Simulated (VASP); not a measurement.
# ZnO (I4/mmm) in VASP: a series of runs

ZnO is run at these levels: LDA; tasks: single point.

All numbers are computed with VASP 6.6.1; they aren't measurements. Logs are shortened: lines on timing, memory, paths and dates and some standing lists are left out, and cuts for length are marked.

**1. The cell of the first run**

It takes space group I4/mmm (No. 139, tetragonal). The conventional cell has a = 3.145 Å, b = 3.145 Å, c = 4.122 Å, α = 90.00°, β = 90.00°, γ = 90.00°. Zn (site symmetry 4/mmm) has 6 O at 2.06 to 2.22 Å within 2.7 Å. Within 2.7 Å of O (site symmetry 4/mmm) lie 6 Zn at 2.06 to 2.22 Å.

**2. Single point, LDA (strain +0.025 along x and y, -0.050 along z)**

Input file INCAR:

```
PREC = Accurate
ENCUT = 520
EDIFF = 1E-7
ISMEAR = 0
SIGMA = 0.05
LREAL = False
LASPH = True
NELM = 80
ALGO = Normal
ISIF = 2
LWAVE = False
LCHARG = True
LELF = True
LVHAR = True
NBANDS = 16
```

Input file KPOINTS:

```
Automatic mesh
0
Gamma
  12 12 12
```

Input file POSCAR:

```
ZnO
1.0
    0.0000000000      2.2236780500      2.0609699000
    2.2236780500      0.0000000000      2.0609699000
    2.2236780500      2.2236780500      0.0000000000
Zn O
1 1
Direct
    0.0000000000      0.0000000000      0.0000000000
    0.5000000000      0.5000000000      0.5000000000
```

Potentials or basis: VASP PAW LDA potentials, release 64 (Zn, O).

Launch:

```console
$ cat potpaw_LDA.64/Zn/POTCAR potpaw_LDA.64/O/POTCAR > POTCAR
$ mpirun -np 1 vasp_std > vasp.out
```

OUTCAR:

```text
PREC = Accurate
   ENCUT = 520
   EDIFF = 1E-7
   ISMEAR = 0
   LREAL = False
   LASPH = True
   NELM = 80
   ISIF = 2

 ion  position               nearest neighbor table
   1  0.000  0.000  0.000-   2 2.06   2 2.06   2 2.22   2 2.22   2 2.22   2 2.22
   2  0.500  0.500  0.500-   1 2.06   1 2.06   1 2.22   1 2.22   1 2.22   1 2.22

  LATTYP: Found a body centered tetragonal cell.
 ALAT       =     3.1447556567
 C/A-ratio  =     1.3107345212

  Lattice vectors:

 A1 = (   0.0000000000,  -2.2236780500,  -2.0609699000)
 A2 = (   0.0000000000,   2.2236780500,  -2.0609699000)
 A3 = (   2.2236780500,   0.0000000000,   2.0609699000)

Analysis of symmetry for initial positions (statically):
=====================================================================
 Subroutine PRICEL returns:
 Original cell was already a primitive cell.

 Routine SETGRP: Setting up the symmetry group for a
 body centered tetragonal supercell.

 Subroutine GETGRP returns: Found 16 space group operations
 (whereof 16 operations were pure point group operations)
 out of a pool of 16 trial point group operations.

The static configuration has the point symmetry D_4h.

Analysis of symmetry for dynamics (positions and initial velocities):
=====================================================================
 Subroutine PRICEL returns:
 Original cell was already a primitive cell.

 Routine SETGRP: Setting up the symmetry group for a
 body centered tetragonal supercell.

 Subroutine GETGRP returns: Found 16 space group operations
 (whereof 16 operations were pure point group operations)
 out of a pool of 16 trial point group operations.

The dynamic configuration has the point symmetry D_4h.

 Subroutine INISYM returns: Found 16 space group operations
 (whereof 16 operations are pure point group operations),
 and found     1 'primitive' translations

----------------------------------------------------------------------------------------

                                     Primitive cell

  volume of cell :      20.3819

  direct lattice vectors                    reciprocal lattice vectors
     0.000000000  2.223678050  2.060969900    -0.224852694  0.224852694  0.242604222
     2.223678050  0.000000000  2.060969900     0.224852694 -0.224852694  0.242604222
     2.223678050  2.223678050  0.000000000     0.224852694  0.224852694 -0.242604222

  length of vectors
     3.031887366  3.031887366  3.144755657     0.399967845  0.399967845  0.399967845

[... 79 lines left out ...]
   NELM   =     80;   NELMIN=  2; NELMDL= -5     # of ELM steps
   EDIFF  = 0.1E-06   stopping-criterion for ELM
   LREAL  =      F    real-space projection
   EDIFFG = 0.1E-05   stopping-criterion for IOM
   NSW    =      0    number of steps for IOM
   IBRION =     -1    ionic relax: 0-MD 1-quasi-New 2-CG
   NFREE  =      0    steps in history (QN), initial steepest desc. (CG)
   ISIF   =      2    stress and relaxation
   ISYM   =      2    0-nonsym 1-usesym 2-fastsym
   POTIM  = 0.5000    time-step for ionic-motion
   TEBEG  =    0.0;   TEEND  =   0.0 temperature during run
   PSTRESS=    0.0 pullay stress
   NELECT =      18.0000    total number of electrons
   NUPDOWN=      -1.0000    fix difference up-down
   EMIN   =  10.00;   EMAX   =-10.00  energy-range for DOS
   EFERMI =   0.00;   METHOD = LEGACY
   ISMEAR =     0;   SIGMA  =   0.05  broadening in eV -4-tet -1-fermi 0-gaus
   EFERMI_NEDOS =   21; number of points for ismear=-14 and -15
   IALGO  =     38    algorithm
   IMIX   =      4    mixing-type and parameters
     AMIX     =   0.40;   BMIX     =  1.00
     AMIX_MAG =   1.60;   BMIX_MAG =  1.00
  volume/ion in A,a.u.               =      10.19        68.77
  Fermi-wavevector in a.u.,A,eV,Ry     =   1.570666  2.968128 33.565460  2.466992
  Thomas-Fermi vector in A             =   2.672365
   LORBIT       =      0    0 simple, 1 ext, 2 COOP (PROOUT), +10 PAW based schemes
   GGA     = CA    functional components
   LHFCALC =     F    Hartree Fock is set to
   AEXX    =    0.0000 exact exchange contribution
   IVDW    =     0    specifies the selected vdW correction
   LEPSILON=     F    determine dielectric tensor
   LRPA    =     F    only Hartree local field effects (RPA)
 non-spin polarized calculation
 Gauss-broadening in eV      SIGMA  =   0.05
  energy-cutoff  :      520.00
  volume of cell :       20.38
 maximum number of plane-waves:       564
   NGX = 11   NGY = 11   NGZ = 11

 number of electron      18.0000011 magnetization

 Free energy of the ion-electron system (eV)
  ---------------------------------------------------
  ext. energy  EPLUGINS =         0.00000000
  ---------------------------------------------------
  free energy    TOTEN  =       -10.28207811 eV

  energy without entropy =      -10.28207811  energy(sigma->0) =      -10.28207811

 E-fermi :   2.4695     XC(G=0): -12.5646

 val. band max:        2.2442950025   @ k =   0.5000   0.0000   0.0000
 cond. band min:       2.8112169233   @ k =   0.0000   0.0000   0.0000
 fundamental gap:      0.5669219208
 Fermi energy:         2.4695046554

 k-point     1 :       0.0000    0.0000    0.0000
  band No.  band energies     occupation
      1     -15.9613      2.00000
      2      -2.8874      2.00000
      3      -2.8874      2.00000
      4      -2.7900      2.00000
      5      -2.7282      2.00000
      6      -2.6106      2.00000
[... 433 lines left out ...]
      3      -3.5947      2.00000
      4      -3.5392      2.00000
      5      -2.5174      2.00000
      6      -2.4496      2.00000
[... 8 lines left out ...]
     15      24.9251      0.00000
     16      24.9425      0.00000

 [... further k-points ...]

------------------------ aborting loop because EDIFF is reached ----------------------------------------

  FORCE on cell =-STRESS in cart. coord.  units (eV):
  Direction    XX          YY          ZZ          XY          YZ          ZX
  --------------------------------------------------------------------------------------
  -------------------------------------------------------------------------------------
  Total       -1.7169483     -1.7169483     -1.2225714      0.0000000      0.0000000      0.0000000
  in kB     -134.9653689   -134.9653689    -96.1035364      0.0000000      0.0000000      0.0000000
  external PRESSURE =    -122.0114247 kB  Pullay stress =       0.0000000 kB

 VOLUME and BASIS-vectors are now :
 -----------------------------------------------------------------------------
  energy-cutoff  :      520.00
  volume of cell :       20.38
      direct lattice vectors                 reciprocal lattice vectors
     0.000000000  2.223678050  2.060969900    -0.224852694  0.224852694  0.242604222
     2.223678050  0.000000000  2.060969900     0.224852694 -0.224852694  0.242604222
     2.223678050  2.223678050  0.000000000     0.224852694  0.224852694 -0.242604222

 POSITION                                       TOTAL-FORCE (eV/Angst)
 -----------------------------------------------------------------------------------
      0.00000      0.00000      0.00000        -0.000000      0.000000      0.000000
      2.22368      2.22368      2.06097         0.000000     -0.000000      0.000000
 -----------------------------------------------------------------------------------
    total drift:                                0.000000     -0.000000     -0.000000

  FREE ENERGIE OF THE ION-ELECTRON SYSTEM (eV)
  ---------------------------------------------------
  free  energy   TOTEN  =       -10.2820781097 eV

  energy  without entropy=      -10.2820781097  energy(sigma->0) =      -10.28207811
```

It took 36 s on 1 thread of Intel Xeon 8259CL, shared host; peak memory 0.17 GiB.

What came out:

```
Free energy            : -10.2821 eV
Pressure               : -12.2 GPa
Band gap on the k mesh : 0.57 eV (least direct gap 1.85 eV)
```

Levels at points of the mesh, in eV from the valence-band top:
| k point | band 7 | band 8 | band 9 | band 10 | band 11 | band 12 |
| --- | --- | --- | --- | --- | --- | --- |
| (0.00, 0.00, 0.00) | -1.74 | -1.29 | -1.29 | 0.57 | 17.37 | 17.37 |
| (0.50, 0.00, 0.00) | -3.83 | -0.37 | 0.00 | 5.05 | 8.47 | 11.44 |
| (0.50, 0.50, 0.00) | -4.18 | -2.98 | -2.98 | 3.69 | 10.29 | 10.81 |
| (0.50, 0.00, 0.50) | -4.30 | -3.10 | -2.37 | 3.73 | 9.76 | 11.26 |

Caveat: the cell differs from its parent crystal (strain +0.025 along x and y, -0.050 along z); the cell stands under tension. A k mesh can miss the band edges.

**3. Single point, LDA (strain +0.050 along x and y, -0.050 along z)**

Input file INCAR:

```
SYSTEM = ZnO
  ALGO = Normal
  EDIFF = 1E-6
  ENCUT = 520
  GGA = CA
  ISIF = 2
  ISMEAR = 0
  LASPH = .True.
  LCHARG = .False.
  LREAL = .False.
  LWAVE = .False.
  NBANDS = 16
  NELM = 60
  PREC = Accurate
  SIGMA = 0.05
```

Input file KPOINTS:

```
k-points
0
Gamma
  12 12 12
  0 0 0
```

Input file POSCAR:

```
ZnO
1.0
    0.0000000000      2.2779141000      2.0609699000
    2.2779141000      0.0000000000      2.0609699000
    2.2779141000      2.2779141000      0.0000000000
Zn O
1 1
Direct
    0.0000000000      0.0000000000      0.0000000000
    0.5000000000      0.5000000000      0.5000000000
```

Potentials or basis: VASP PAW LDA potentials, release 64 (Zn, O).

Launch:

```console
$ cat potpaw_LDA.64/Zn/POTCAR potpaw_LDA.64/O/POTCAR > POTCAR
$ mpirun -np 1 vasp_std > vasp.out
```

Run time: 51 s. Hardware: 1 thread of Intel Xeon 8259CL, shared host; peak memory 0.17 GiB.

It converged, with:

```yaml
Free_energy: -10.1827 eV
Pressure: -17.5 GPa
Band_gap_on_the_k_mesh: 0.37 eV (least direct gap 1.49 eV)
```

Stress tensor (GPa, compression positive):
```
-18.14   0.00   0.00
  0.00 -18.14   0.00
  0.00   0.00 -16.27
```

Levels at points of the mesh, in eV from the valence-band top:
| k point | band 6 | band 7 | band 8 | band 9 | band 10 | band 11 | band 12 | band 13 |
| --- | --- | --- | --- | --- | --- | --- | --- | --- |
| (0.00, 0.00, 0.00) | -4.84 | -1.73 | -1.13 | -1.13 | 0.37 | 16.74 | 16.74 | 17.06 |
| (0.50, 0.00, 0.00) | -4.66 | -3.80 | -0.42 | 0.00 | 4.94 | 8.08 | 10.98 | 13.11 |
| (0.50, 0.50, 0.00) | -4.61 | -4.23 | -2.82 | -2.82 | 3.52 | 10.01 | 10.72 | 13.34 |
| (0.50, 0.00, 0.50) | -4.58 | -4.36 | -2.99 | -2.05 | 3.53 | 9.35 | 11.26 | 13.65 |

Caveat: the cell differs from its parent crystal (strain +0.050 along x and y, -0.050 along z); the cell stands under tension. A k mesh can miss the band edges.

(Continued in part 2 of 2.)
